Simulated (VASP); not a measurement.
Runs of VASP 6.6.1 on Be5Pt. The structure is cubic, space group F-43m (No. 216). The conventional cell has a = 5.963 Å, b = 5.963 Å, c = 5.963 Å, α = 90.00°, β = 90.00°, γ = 90.00°. Be (site symmetry -43m) has 12 Be at 2.47 Å and 4 Pt at 2.58 Å within 3.3 Å. Be (site symmetry 3m) has 9 Be at 2.10 to 2.47 Å and 3 Pt at 2.47 Å within 2.8 Å. Within 3.3 Å of Pt (site symmetry -43m) lie 16 Be at 2.47 to 2.58 Å. 

```tsv
smearing	gap on the mesh (eV)	pressure (GPa)	largest force (eV/Å)
methfessel-paxton 0.3 eV	0.22	-6.2	(a)
methfessel-paxton 0.2 eV	0.22	-6.3	0.09
methfessel-paxton 0.5 eV	0.22	-6.2	0.11
methfessel-paxton 0.1 eV	0.21	-6.3	0.09
```

Alike in all rows: task single point; level LDA; potentials or basis VASP PAW LDA potentials, release 64 (Be, Pt); no spin polarisation; cell as given; k mesh 7 × 7 × 7; cutoff (eV) 520.

Problem. Fill in the values left out.

Solution. (a) 0.10.

Caveats: spin-orbit coupling is left out, which moves the levels of the heavy elements.

A k mesh can miss the band edges, and the runs leave out spin-orbit coupling on Pt.
